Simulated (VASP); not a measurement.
# Co (Im-3m) in VASP: notebook

Co is run at these levels: LDA; tasks: single point, relaxation of cell and atoms.

All numbers are computed with VASP 6.6.1; they aren't measurements. Logs are shortened: lines on timing, memory, paths and dates and some standing lists are left out, and cuts for length are marked.

## (1) The cell of the first run

Symmetry: Im-3m, No. 229, cubic system. The conventional cell has a = 2.696 Å, b = 2.696 Å, c = 2.696 Å, α = 90.00°, β = 90.00°, γ = 90.00°. Co (site symmetry m-3m) has 14 Co at 2.33 to 2.70 Å within 3.1 Å.

This isn't the form of Co at room conditions, which is hcp.

## (2) Single point, LDA, collinear spin, ferromagnetic start (9.80 Å³/atom)

Input file INCAR:

```
PREC = Accurate ; ENCUT = 690
EDIFF = 1E-6 ; ISMEAR = -1
SIGMA = 0.05 ; LREAL = F
LASPH = T ; NELM = 200
ALGO = Normal ; ISIF = 2
LWAVE = F ; LCHARG = F
ISPIN = 2 ; MAGMOM = 1.683
LORBIT = 11 ; LMAXMIX = 4
NBANDS = 18 ; GGA_COMPAT = F
```

Input file KPOINTS:

```
Automatic mesh
0
Gamma
  18 18 18
```

Input file POSCAR:

```
Co
1.0
   -1.3480580383      1.3480580383      1.3480580383
    1.3480580383     -1.3480580383      1.3480580383
    1.3480580383      1.3480580383     -1.3480580383
Co
1
Direct
    0.0000000000      0.0000000000      0.0000000000
```

Potentials or basis: VASP PAW LDA potentials, release 64 (Co_sv).

Started as:

```console
cat potpaw_LDA.64/Co_sv/POTCAR > POTCAR
mpirun -np 1 vasp_std > vasp.out
```

OUTCAR:

```text
PREC = Accurate
   ENCUT = 690
   EDIFF = 1E-6
   ISMEAR = -1
   LREAL = F
   LASPH = T
   NELM = 200
   ISIF = 2
   ISPIN = 2
   LORBIT = 11

 ion  position               nearest neighbor table
   1  0.000  0.000  0.000-

  LATTYP: Found a body centered cubic cell.
 ALAT       =     2.6961160766

  Lattice vectors:

 A1 = (  -1.3480580383,   1.3480580383,   1.3480580383)
 A2 = (   1.3480580383,  -1.3480580383,   1.3480580383)
 A3 = (   1.3480580383,   1.3480580383,  -1.3480580383)

Analysis of symmetry for initial positions (statically):
=====================================================================
 Subroutine PRICEL returns:
 Original cell was already a primitive cell.

 Routine SETGRP: Setting up the symmetry group for a
 body centered cubic supercell.

 Subroutine GETGRP returns: Found 48 space group operations
 (whereof 48 operations were pure point group operations)
 out of a pool of 48 trial point group operations.

The static configuration has the point symmetry O_h .

Analysis of symmetry for dynamics (positions and initial velocities):
=====================================================================
 Subroutine PRICEL returns:
 Original cell was already a primitive cell.

 Routine SETGRP: Setting up the symmetry group for a
 body centered cubic supercell.

 Subroutine GETGRP returns: Found 48 space group operations
 (whereof 48 operations were pure point group operations)
 out of a pool of 48 trial point group operations.

The dynamic configuration has the point symmetry O_h .

Analysis of structural, dynamic, and magnetic symmetry:
=====================================================================
 Subroutine PRICEL returns:
 Original cell was already a primitive cell.

 Routine SETGRP: Setting up the symmetry group for a
 body centered cubic supercell.

 Subroutine GETGRP returns: Found 48 space group operations
 (whereof 48 operations were pure point group operations)
 out of a pool of 48 trial point group operations.

The overall configuration has the point symmetry O_h .

 Subroutine INISYM returns: Found 48 space group operations
 (whereof 48 operations are pure point group operations),
 and found     1 'primitive' translations

----------------------------------------------------------------------------------------

                                     Primitive cell

  volume of cell :       9.7991

[... 96 lines left out ...]
   PSTRESS=    0.0 pullay stress
   NELECT =      17.0000    total number of electrons
   NUPDOWN=      -1.0000    fix difference up-down
   EMIN   =  10.00;   EMAX   =-10.00  energy-range for DOS
   EFERMI =   0.00;   METHOD = LEGACY
   ISMEAR =    -1;   SIGMA  =   0.05  broadening in eV -4-tet -1-fermi 0-gaus
   EFERMI_NEDOS =   21; number of points for ismear=-14 and -15
   IALGO  =     38    algorithm
   IMIX   =      4    mixing-type and parameters
     AMIX     =   0.40;   BMIX     =  1.00
     AMIX_MAG =   1.60;   BMIX_MAG =  1.00
  volume/ion in A,a.u.               =       9.80        66.13
  Fermi-wavevector in a.u.,A,eV,Ry     =   1.967113  3.717304 52.648178  3.869532
  Thomas-Fermi vector in A             =   2.990670
   LORBIT       =     11    0 simple, 1 ext, 2 COOP (PROOUT), +10 PAW based schemes
   GGA     = CA    functional components
   LHFCALC =     F    Hartree Fock is set to
   AEXX    =    0.0000 exact exchange contribution
   IVDW    =     0    specifies the selected vdW correction
   LEPSILON=     F    determine dielectric tensor
   LRPA    =     F    only Hartree local field effects (RPA)
 spin polarized calculation
  energy-cutoff  :      690.00
  volume of cell :        9.80
 maximum number of plane-waves:       418
   NGX =  9   NGY =  9   NGZ =  9

 number of electron      16.9999997 magnetization       1.6156268

 Free energy of the ion-electron system (eV)
  ---------------------------------------------------
  ext. energy  EPLUGINS =         0.00000000
  ---------------------------------------------------
  free energy    TOTEN  =        -8.02317808 eV

  energy without entropy =       -8.01099717  energy(sigma->0) =       -8.01708762

 E-fermi :  13.5254     XC(G=0): -14.9837

 val. band max:       13.5214484830   @ k =   0.2222   0.0556   0.0556
 cond. band min:      13.5305534827   @ k =   0.1667   0.1111   0.0556
 fundamental gap:      0.0091049997
 Fermi energy:        13.5254467134

 spin component 1

 k-point     1 :       0.0000    0.0000    0.0000
  band No.  band energies     occupation
      1     -81.7477      1.00000
      2     -45.2840      1.00000
      3     -45.2840      1.00000
      4     -45.2840      1.00000
      5       3.6277      1.00000
      6      10.4614      1.00000
[... 493 lines left out ...]
     17      54.8594      0.00000
     18      58.3640      0.00000

 [... further k-points ...]

 spin component 2

 k-point     1 :       0.0000    0.0000    0.0000
  band No.  band energies     occupation
      1     -79.8848      1.00000
      2     -43.4670      1.00000
      3     -43.4670      1.00000
      4     -43.4670      1.00000
      5       3.8588      1.00000
      6      11.8538      1.00000
[... 493 lines left out ...]
     17      55.2715      0.00000
     18      58.7485      0.00000

 [... further k-points ...]

------------------------ aborting loop because EDIFF is reached ----------------------------------------

  FORCE on cell =-STRESS in cart. coord.  units (eV):
  Direction    XX          YY          ZZ          XY          YZ          ZX
  --------------------------------------------------------------------------------------
  -------------------------------------------------------------------------------------
  Total        0.6541974      0.6541974      0.6541974     -0.0000000     -0.0000000      0.0000000
  in kB      106.9630124    106.9630124    106.9630124     -0.0000000     -0.0000000      0.0000000
  external PRESSURE =     106.9630124 kB  Pullay stress =       0.0000000 kB

 VOLUME and BASIS-vectors are now :
 -----------------------------------------------------------------------------
  energy-cutoff  :      690.00
  volume of cell :        9.80
      direct lattice vectors                 reciprocal lattice vectors
    -1.348058038  1.348058038  1.348058038     0.000000000  0.370903912  0.370903912
     1.348058038 -1.348058038  1.348058038     0.370903912  0.000000000  0.370903912
     1.348058038  1.348058038 -1.348058038     0.370903912  0.370903912  0.000000000

 POSITION                                       TOTAL-FORCE (eV/Angst)
 -----------------------------------------------------------------------------------
      0.00000      0.00000      0.00000        -0.000000      0.000000      0.000000
 -----------------------------------------------------------------------------------
    total drift:                                0.000000     -0.000000      0.000000

  FREE ENERGIE OF THE ION-ELECTRON SYSTEM (eV)
  ---------------------------------------------------
  free  energy   TOTEN  =        -8.0231780782 eV

  energy  without entropy=       -8.0109971674  energy(sigma->0) =       -8.01708762

 total charge

# of ion       s       p       d       tot
------------------------------------------
    1        2.269   6.148   6.737  15.154

 magnetization (x)

# of ion       s       p       d       tot
------------------------------------------
    1        0.000  -0.007   1.638   1.631
```

stdout:

```text
POSCAR found type information on POSCAR Co
 POSCAR found :  1 types and       1 ions
 scaLAPACK will be used
 LDA part: xc-table for (Slater(with rela. corr.)+CA(PZ))
 , standard interpolation
 POSCAR, INCAR and KPOINTS ok, starting setup
 FFT: planning ... GRIDC
 FFT: planning ... GRID_SOFT
 FFT: planning ... GRID
 WAVECAR not read
 entering main loop
```

It took 68 s on 1 thread of AMD EPYC 7R13 (Zen 3), shared host; peak memory 0.15 GiB.

What came out:

| Quantity | Value |
| --- | --- |
| Free energy | -8.0232 eV |
| Pressure | 10.7 GPa |
| Net moment | 1.62 μB per cell |
| Site moments | Co +1.63 μB |
| Valence electrons inside the program's atomic spheres | Co 15.15 |

Caveat: the cell stands under pressure.

## (3) Relaxation of cell and atoms, LDA, collinear spin, ferromagnetic start

This run uses another cell than the first one, of 11.07 Å³/atom.

Input file INCAR:

```
  PREC = Accurate
  ENCUT = 690
  EDIFF = 1E-7
  ISMEAR = -1
  SIGMA = 0.05
  LREAL = False
  LASPH = True
  NELM = 200
  ALGO = Normal
  ISIF = 3
  LWAVE = False
  LCHARG = False
  ISPIN = 2
  MAGMOM = 1.7
  LORBIT = 11
  LMAXMIX = 4
  IBRION = 2
  NSW = 80
  EDIFFG = -0.01
  GGA_COMPAT = False
  NELMIN = 4
```

Input file KPOINTS:

```
regular mesh
0
Gamma
  16 16 16
```

Input file POSCAR:

```
Co
1.0
   -1.4041371717      1.4041371717      1.4041371717
    1.4041371717     -1.4041371717      1.4041371717
    1.4041371717      1.4041371717     -1.4041371717
Co
1
Direct
    0.0000000000      0.0000000000      0.0000000000
```

Potentials or basis: VASP PAW LDA potentials, release 64 (Co_sv).

Started as:

```console
cat potpaw_LDA.64/Co_sv/POTCAR > POTCAR
mpirun -np 1 vasp_std > vasp.out
```

Run time: 92 s. Hardware: 1 thread of Intel Xeon Platinum 8559C (Emerald Rapids), shared host; peak memory 0.17 GiB.

Results (log left out):

```
Free energy                                           : -8.0420 eV
Relaxed volume                                        : 10.18 Å³/atom
Relaxed cell                                          : a = 2.365 Å, b = 2.365 Å, c = 2.365 Å, α = 109.47°, β = 109.47°, γ = 109.47°
Space group after relaxing (to 0.1 Å)                 : Im-3m (No. 229)
Energy gained by relaxing                             : 56.5 meV/atom
Ionic steps                                           : 4
Pressure after relaxing                               : -0.1 GPa
Net moment                                            : 1.62 μB per cell
Site moments                                          : Co +1.64 μB
Valence electrons inside the program's atomic spheres : Co 15.12
```

The path:
```tsv
step	energy change (eV)	largest force (eV/Å)	pressure (GPa)	volume (Å³)
1	0.0000	0.0000	-18.82	11.07
2	0.0571	0.0000	37.89	9.12
3	-0.0565	0.0000	-0.67	10.20
4	-0.0565	0.0000	-0.14	10.18
```

Final structure:
```yaml
crystal:
  lattice:
    - [-1.36534, 1.36534, 1.36534]
    - [1.36534, -1.36534, 1.36534]
    - [1.36534, 1.36534, -1.36534]
  atoms:
    - { symbol: Co, position: [0.00000, 0.00000, 0.00000] }
```

Levels at points of the mesh, in eV from the Fermi level:
Spin up:
| k point | band 5 | band 6 | band 7 | band 8 | band 9 | band 10 | band 11 | band 12 | band 13 |
| --- | --- | --- | --- | --- | --- | --- | --- | --- | --- |
| (0.00, 0.00, 0.00) | -9.68 | -3.00 | -3.00 | -3.00 | -1.58 | -1.58 | 25.90 | 25.90 | 25.90 |
| (0.50, 0.00, 0.00) | -5.76 | -4.14 | -1.56 | -1.38 | -0.19 | -0.13 | 7.19 | 18.92 | 20.80 |
| (0.50, 0.50, 0.50) | -5.58 | -5.58 | -0.47 | -0.47 | -0.47 | 9.92 | 9.92 | 9.92 | 16.07 |
Spin down:
| k point | band 5 | band 6 | band 7 | band 8 | band 9 | band 10 | band 11 | band 12 |
| --- | --- | --- | --- | --- | --- | --- | --- | --- |
| (0.00, 0.00, 0.00) | -9.46 | -1.60 | -1.60 | -1.60 | 0.20 | 0.20 | 25.95 | 25.95 |
| (0.50, 0.00, 0.00) | -4.81 | -2.87 | 0.08 | 0.14 | 0.45 | 1.44 | 8.18 | 19.08 |
| (0.50, 0.50, 0.50) | -4.36 | -4.36 | 1.14 | 1.14 | 1.14 | 10.21 | 10.21 | 10.21 |
